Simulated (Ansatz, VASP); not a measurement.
## PbO2: VASP beside Ansatz

File INCAR:

```
PREC = Accurate
ENCUT = 600
EDIFF = 1E-6
ISMEAR = 0
SIGMA = 0.1
LREAL = False
LASPH = True
NELM = 120
ALGO = Normal
ISIF = 2
LWAVE = False
LCHARG = False
GGA = RE
IVDW = 12
NBANDS = 20
GGA_COMPAT = False
```

File KPOINTS:

```
Automatic mesh
0
Gamma
  6 6 6
```

POSCAR

```
PbO2
1.0
    0.0000000000      2.7019920000      2.7019920000
    2.7019920000      0.0000000000      2.7019920000
    2.7019920000      2.7019920000      0.0000000000
Pb O
1 2
Direct
    0.0000000000      0.0000000000      0.0000000000
    0.2500000000      0.2500000000      0.2500000000
    0.7500000000      0.7500000000      0.7500000000
```

Input for Ansatz:

```yaml
crystal:
  lattice:
    - [0.0, 2.701992, 2.701992]
    - [2.701992, 0.0, 2.701992]
    - [2.701992, 2.701992, 0.0]
  atoms:
    - { symbol: Pb, position: [0.0, 0.0, 0.0] }
    - { symbol: O, position: [0.25, 0.25, 0.25] }
    - { symbol: O, position: [0.75, 0.75, 0.75] }
basis: {}
kpoints:
  mp_grid: { grid: [6, 6, 6] }
hamiltonian:
  xc: revpbe
  dispersion: d3bj
  pseudopotentials: { kind: nc }
scf:
  occupations: { method: gaussian, width: 0.1 }
  max_iter: 40
output:
  forces: true
  stress: true
  eigenvalues: true
```

Alike in both runs: task single point; functional revPBE; dispersion D3(BJ); k mesh 6 × 6 × 6; occupations gaussian, width 0.1 eV; no spin polarisation.

```csv
,VASP,Ansatz
version,VASP 6.6.1,Ansatz 0.2.0
potentials or method,"VASP PAW PBE potentials, release 64 (Pb_d, O)","scalar-relativistic, plane waves, norm-conserving potentials"
plane-wave cutoff (eV),600,1240
valence electrons in the cell,26,26
```

|  | VASP | Ansatz | Ansatz less VASP |
| --- | --- | --- | --- |
| gap on the k mesh at the Fermi level (eV) | none | none | - |
| pressure (GPa) | -2.5 | -2.8 | -0.25 |

VASP's potentials were made for PBE, not for revPBE. A gap of «none» marks a metal or a gap that the smearing closes.

Spin-orbit coupling is off throughout.
